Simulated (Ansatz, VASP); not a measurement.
## Rh: VASP beside Ansatz

```
Rh
1.0
     3.86419    0.00000    0.00000
     0.00000    3.86419    0.00000
     0.00000    0.00000    3.86419
Rh
4
Direct
  0.00000 0.00000 0.00000
  0.50000 0.50000 0.00000
  0.50000 0.00000 0.50000
  0.00000 0.50000 0.50000
```

Alike in both runs: task single point; functional PBE; k mesh 2 × 2 × 2; occupations fermi-dirac, width 0.1 eV; collinear spin; Hubbard terms Rh d U = 4.0 eV.

|  | VASP | Ansatz |
| --- | --- | --- |
| version | VASP 6.6.1 | Ansatz 0.2 development build |
| potentials or method | VASP PAW PBE potentials, release 64 (Rh_pv) | scalar-relativistic |
| plane-wave cutoff (eV) | 500 | 1197 |

|  | VASP | Ansatz | Ansatz less VASP |
| --- | --- | --- | --- |
| net moment per atom (μB) | 0.00 | 0.00 | 0.000 |

The programs project onto different local orbitals, so the same U acts differently, and such runs can settle in different states. Ansatz's warnings: filled band counts differ across k points, seeded moment not kept.

The k mesh is coarse, so the values compare programs but aren't converged.
